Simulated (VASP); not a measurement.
# Ca (Pm-3m) in VASP: single point with PBEsol+D3(BJ)

Aim: the single point of Ca with PBEsol+D3(BJ).

Program: VASP 6.6.1. These are calculated values, not measurements. Logs are shortened: lines on timing, memory, paths and dates and some standing lists are left out, and cuts for length are marked.

### Step 1. The cell of the first run

The structure is cubic, space group Pm-3m (No. 221). Conventional cell: a = 4.335 Å, b = 4.335 Å, c = 4.335 Å, α = 90.00°, β = 90.00°, γ = 90.00°. Within 5.7 Å of Ca (site symmetry m-3m) lie 6 Ca at 4.33 Å.

This isn't the form of Ca at room conditions, which is fcc.

### Step 2. Single point, PBEsol+D3(BJ)

INCAR reads:

```
SYSTEM = Ca
ALGO     = Normal         ! electronic algorithm
EDIFF    = 1E-6           ! SCF threshold, eV
ENCUT    = 500            ! plane-wave cutoff, eV
GGA      = PS             ! functional
GGA_COMPAT= .FALSE.      
ISIF     = 2              ! what is computed and relaxed
ISMEAR   = -1             ! smearing method
IVDW     = 12             ! dispersion correction
LASPH    = .TRUE.         ! aspherical terms in the spheres
LCHARG   = .TRUE.         ! write CHGCAR
LELF     = .TRUE.         ! ELF
LREAL    = .FALSE.        ! projectors in reciprocal space
LVHAR    = .TRUE.       
LWAVE    = .FALSE.        ! write WAVECAR
NBANDS   = 11             ! bands
NELM     = 120            ! most SCF steps
PREC     = Accurate       ! precision mode
SIGMA    = 0.02           ! smearing width, eV
```

KPOINTS reads:

```
k-points
0
G
  5 5 5
  0 0 0
```

POSCAR reads:

```
Ca
1.0
    4.3348360000      0.0000000000      0.0000000000
    0.0000000000      4.3348360000      0.0000000000
    0.0000000000      0.0000000000      4.3348360000
Ca
1
Direct
    0.0000000000      0.0000000000      0.0000000000
```

Potentials or basis: VASP PAW PBE potentials, release 64 (Ca_sv).

On the command line:

```sh
> cat potpaw_PBE.64/Ca_sv/POTCAR > POTCAR
> mpirun -np 1 vasp_std > vasp.out
```

OUTCAR:

```text
SYSTEM = Ca
   EDIFF = 1E-6
   ENCUT = 500
   GGA = PS
   ISIF = 2
   ISMEAR = -1
   IVDW = 12
   LASPH = .TRUE.
   LREAL = .FALSE.
   NELM = 120
   PREC = Accurate
 IVDW          = 12

 ion  position               nearest neighbor table
   1  0.000  0.000  0.000-

  LATTYP: Found a simple cubic cell.
 ALAT       =     4.3348360000

  Lattice vectors:

 A1 = (   4.3348360000,   0.0000000000,   0.0000000000)
 A2 = (   0.0000000000,   4.3348360000,   0.0000000000)
 A3 = (   0.0000000000,   0.0000000000,   4.3348360000)

Analysis of symmetry for initial positions (statically):
=====================================================================
 Subroutine PRICEL returns:
 Original cell was already a primitive cell.

 Routine SETGRP: Setting up the symmetry group for a
 simple cubic supercell.

 Subroutine GETGRP returns: Found 48 space group operations
 (whereof 48 operations were pure point group operations)
 out of a pool of 48 trial point group operations.

The static configuration has the point symmetry O_h .

Analysis of symmetry for dynamics (positions and initial velocities):
=====================================================================
 Subroutine PRICEL returns:
 Original cell was already a primitive cell.

 Routine SETGRP: Setting up the symmetry group for a
 simple cubic supercell.

 Subroutine GETGRP returns: Found 48 space group operations
 (whereof 48 operations were pure point group operations)
 out of a pool of 48 trial point group operations.

The dynamic configuration has the point symmetry O_h .

 Subroutine INISYM returns: Found 48 space group operations
 (whereof 48 operations are pure point group operations),
 and found     1 'primitive' translations

----------------------------------------------------------------------------------------

                                     Primitive cell

  volume of cell :      81.4550

  direct lattice vectors                    reciprocal lattice vectors
     4.334836000  0.000000000  0.000000000     0.230689235  0.000000000  0.000000000
     0.000000000  4.334836000  0.000000000     0.000000000  0.230689235  0.000000000
     0.000000000  0.000000000  4.334836000     0.000000000  0.000000000  0.230689235

  length of vectors
     4.334836000  4.334836000  4.334836000     0.230689235  0.230689235  0.230689235

  position of ions in fractional coordinates (direct lattice)
     0.000000000  0.000000000  0.000000000

  ion indices of the primitive-cell ions
   primitive index   ion index
                 1           1

----------------------------------------------------------------------------------------

 KPOINTS: k-points

Automatic generation of k-mesh.
 Grid dimensions read from file:
 generate k-points for:    5    5    5

 Generating k-lattice:

  Cartesian coordinates                     Fractional coordinates (reciprocal lattice)
     0.046137847  0.000000000  0.000000000     0.200000000  0.000000000  0.000000000
     0.000000000  0.046137847  0.000000000     0.000000000  0.200000000  0.000000000
     0.000000000  0.000000000  0.046137847     0.000000000  0.000000000  0.200000000

  Length of vectors
     0.046137847  0.046137847  0.046137847

  Shift w.r.t. Gamma in fractional coordinates (k-lattice)
     0.000000000  0.000000000  0.000000000

 Subroutine IBZKPT returns following result:
 ===========================================

 Found     10 irreducible k-points:

 Following reciprocal coordinates:
            Coordinates               Weight
  0.000000  0.000000  0.000000      1.000000
  0.200000  0.000000  0.000000      6.000000
  0.400000  0.000000  0.000000      6.000000
  0.200000  0.200000  0.000000     12.000000
  0.400000  0.200000  0.000000     24.000000
  0.400000  0.400000  0.000000     12.000000
  0.200000  0.200000  0.200000      8.000000
  0.400000  0.200000  0.200000     24.000000
  0.400000  0.400000  0.200000     24.000000
  0.400000  0.400000  0.400000      8.000000
   k-points           NKPTS =     10   k-points in BZ     NKDIM =     10   number of bands    NBANDS=     11
   number of dos      NEDOS =    301   number of ions     NIONS =      1
   total plane-waves  NPLWV =  32768
   dimension x,y,z NGX =    32 NGY =   32 NGZ =   32
   dimension x,y,z NGXF=    64 NGYF=   64 NGZF=   64
   ions per type =               1
   NGX,Y,Z   is equivalent  to a cutoff of  12.27, 12.27, 12.27 a.u.
   NGXF,Y,Z  is equivalent  to a cutoff of  24.54, 24.54, 24.54 a.u.
 SYSTEM =  Ca
   PREC   = accura    normal or accurate (medium, high low for compatibility)
   ISTART =      0    job   : 0-new  1-cont  2-samecut
   ICHARG =      2    charge: 1-file 2-atom 10-const
   ISPIN  =      1    spin polarized calculation?
   LNONCOLLINEAR =      F non collinear calculations
   LSORBIT =      F    spin-orbit coupling
   LASPH  =      T    aspherical Exc in radial PAW
   ENCUT  =  500.0 eV  36.75 Ry    6.06 a.u.   7.90  7.90  7.90*2*pi/ulx,y,z
   NELM   =    120;   NELMIN=  2; NELMDL= -5     # of ELM steps
   EDIFF  = 0.1E-05   stopping-criterion for ELM
   LREAL  =      F    real-space projection
   EDIFFG = 0.1E-04   stopping-criterion for IOM
   NSW    =      0    number of steps for IOM
   IBRION =     -1    ionic relax: 0-MD 1-quasi-New 2-CG
   NFREE  =      0    steps in history (QN), initial steepest desc. (CG)
   ISIF   =      2    stress and relaxation
   ISYM   =      2    0-nonsym 1-usesym 2-fastsym
   POTIM  = 0.5000    time-step for ionic-motion
   TEBEG  =    0.0;   TEEND  =   0.0 temperature during run
   PSTRESS=    0.0 pullay stress
   NELECT =      10.0000    total number of electrons
   NUPDOWN=      -1.0000    fix difference up-down
   EMIN   =  10.00;   EMAX   =-10.00  energy-range for DOS
   EFERMI =   0.00;   METHOD = LEGACY
   ISMEAR =    -1;   SIGMA  =   0.02  broadening in eV -4-tet -1-fermi 0-gaus
   EFERMI_NEDOS =   21; number of points for ismear=-14 and -15
   IALGO  =     38    algorithm
   IMIX   =      4    mixing-type and parameters
     AMIX     =   0.40;   BMIX     =  1.00
     AMIX_MAG =   1.60;   BMIX_MAG =  1.00
  volume/ion in A,a.u.               =      81.46       549.69
  Fermi-wavevector in a.u.,A,eV,Ry     =   0.813646  1.537568  9.007326  0.662020
  Thomas-Fermi vector in A             =   1.923409
   LORBIT       =      0    0 simple, 1 ext, 2 COOP (PROOUT), +10 PAW based schemes
   GGA     = PS    functional components
   LHFCALC =     F    Hartree Fock is set to
   AEXX    =    0.0000 exact exchange contribution
   IVDW    =    12    specifies the selected vdW correction
   LEPSILON=     F    determine dielectric tensor
   LRPA    =     F    only Hartree local field effects (RPA)
 non-spin polarized calculation
  energy-cutoff  :      500.00
  volume of cell :       81.46
 maximum number of plane-waves:      2103
 NGX is ok and might be reduce to    32
   NGX = 15   NGY = 15   NGZ = 15

 number of electron      10.0000003 magnetization

 Free energy of the ion-electron system (eV)
  ---------------------------------------------------
  ext. energy  EPLUGINS =         0.00000000
  ---------------------------------------------------
  free energy    TOTEN  =        -1.22359359 eV

  energy without entropy =       -1.22136564  energy(sigma->0) =       -1.22247962

 E-fermi :  -0.0664     XC(G=0):  -5.9585

 val. band max:       -0.2006457980   @ k =   0.4000   0.0000   0.0000
 cond. band min:      -0.0185125804   @ k =   0.4000   0.2000   0.0000
 fundamental gap:      0.1821332176
 Fermi energy:        -0.0663909996

 k-point     1 :       0.0000    0.0000    0.0000
  band No.  band energies     occupation
      1     -43.4084      2.00000
      2     -24.4088      2.00000
      3     -24.4088      2.00000
      4     -24.4088      2.00000
      5      -3.0375      2.00000
      6       0.5637      0.00000
      7       0.5637      0.00000
      8       2.1492      0.00000
      9       2.1492      0.00000
     10       2.1492      0.00000
     11       5.0633      0.00000

 k-point     2 :       0.2000    0.0000    0.0000
  band No.  band energies     occupation
      1     -43.4081      2.00000
      2     -24.4159      2.00000
      3     -24.4082      2.00000
      4     -24.4082      2.00000
      5      -2.7014      2.00000
      6       0.5166      0.00000
      7       0.6400      0.00000
      8       1.9361      0.00000
      9       1.9361      0.00000
     10       2.1650      0.00000
     11       3.5075      0.00000

 k-point     3 :       0.4000    0.0000    0.0000
  band No.  band energies     occupation
      1     -43.4076      2.00000
      2     -24.4274      2.00000
      3     -24.4073      2.00000
      4     -24.4073      2.00000
      5      -1.8037      2.00000
      6      -0.2006      1.99757
      7       0.7724      0.00000
      8       1.6612      0.00000
      9       1.6612      0.00000
     10       2.1908      0.00000
     11       2.5823      0.00000

 k-point     4 :       0.2000    0.2000    0.0000
  band No.  band energies     occupation
      1     -43.4078      2.00000
      2     -24.4154      2.00000
      3     -24.4152      2.00000
      4     -24.4077      2.00000
      5      -2.3665      2.00000
      6       0.6287      0.00000
      7       0.6436      0.00000
      8       1.6302      0.00000
      9       1.9287      0.00000
     10       2.0030      0.00000
     11       3.8482      0.00000
[... 43 lines left out ...]
 k-point     8 :       0.4000    0.2000    0.2000
  band No.  band energies     occupation
      1     -43.4069      2.00000
      2     -24.4261      2.00000
      3     -24.4139      2.00000
      4     -24.4137      2.00000
      5      -1.1366      2.00000
      6       0.1726      0.00001
      7       0.9546      0.00000
      8       1.3363      0.00000
      9       1.6676      0.00000
     10       1.7845      0.00000
     11       2.8103      0.00000

 k-point     9 :       0.4000    0.4000    0.2000
  band No.  band energies     occupation
      1     -43.4064      2.00000
      2     -24.4251      2.00000
      3     -24.4251      2.00000
      4     -24.4129      2.00000
      5      -0.3017      1.99998
      6       0.4589      0.00000
      7       0.8249      0.00000
      8       1.1593      0.00000
      9       1.7092      0.00000
     10       1.7911      0.00000
     11       2.8540      0.00000

 k-point    10 :       0.4000    0.4000    0.4000
  band No.  band energies     occupation
      1     -43.4059      2.00000
      2     -24.4241      2.00000
      3     -24.4240      2.00000
      4     -24.4240      2.00000
      5       0.2817      0.00000
      6       0.7102      0.00000
      7       0.7102      0.00000
      8       1.5922      0.00000
      9       1.8388      0.00000
     10       1.8388      0.00000
     11       3.2449      0.00000

------------------------ aborting loop because EDIFF is reached ----------------------------------------

 Edisp (eV)   -0.13308

 E8    (eV) :    -0.0967

  FORCE on cell =-STRESS in cart. coord.  units (eV):
  Direction    XX          YY          ZZ          XY          YZ          ZX
  --------------------------------------------------------------------------------------
  -------------------------------------------------------------------------------------
  Total      -0.92045    -0.92045    -0.92045     0.00000    -0.00000     0.00000
  in kB     -18.10475   -18.10475   -18.10475     0.00000    -0.00000     0.00000
  external pressure =      -18.10 kB  Pullay stress =        0.00 kB

 VOLUME and BASIS-vectors are now :
 -----------------------------------------------------------------------------
  energy-cutoff  :      500.00
  volume of cell :       81.46
      direct lattice vectors                 reciprocal lattice vectors
     4.334836000  0.000000000  0.000000000     0.230689235  0.000000000  0.000000000
     0.000000000  4.334836000  0.000000000     0.000000000  0.230689235  0.000000000
     0.000000000  0.000000000  4.334836000     0.000000000  0.000000000  0.230689235

 POSITION                                       TOTAL-FORCE (eV/Angst)
 -----------------------------------------------------------------------------------
      0.00000      0.00000      0.00000         0.000000      0.000000      0.000000
 -----------------------------------------------------------------------------------
    total drift:                                0.000000     -0.000000      0.000000

  FREE ENERGIE OF THE ION-ELECTRON SYSTEM (eV)
  ---------------------------------------------------
  free  energy   TOTEN  =        -1.3566775455 eV

  energy  without entropy=       -1.3544495943  energy(sigma->0) =       -1.35556357
```

It took 14 s on 1 thread of Intel Xeon 8259CL, shared host; peak memory 0.17 GiB.

Results:

```
Free energy                : -1.3567 eV
Pressure                   : -1.8 GPa
Band gap on the k mesh     : zero (bands 5 and 6 overlap by 0.48 eV)
Dispersion energy per atom : -0.133 eV
```

Levels at points of the mesh, in eV from the Fermi level:
| k point | band 1 | band 2 | band 3 | band 4 | band 5 | band 6 | band 7 | band 8 | band 9 | band 10 |
| --- | --- | --- | --- | --- | --- | --- | --- | --- | --- | --- |
| (0.00, 0.00, 0.00) | -43.34 | -24.34 | -24.34 | -24.34 | -2.97 | 0.63 | 0.63 | 2.22 | 2.22 | 2.22 |

Caveat: the PAW data sets were made with another functional, which shifts forces and pressure a little.

The gap in the log of VASP goes by the Fermi energy; the results here count the filled bands.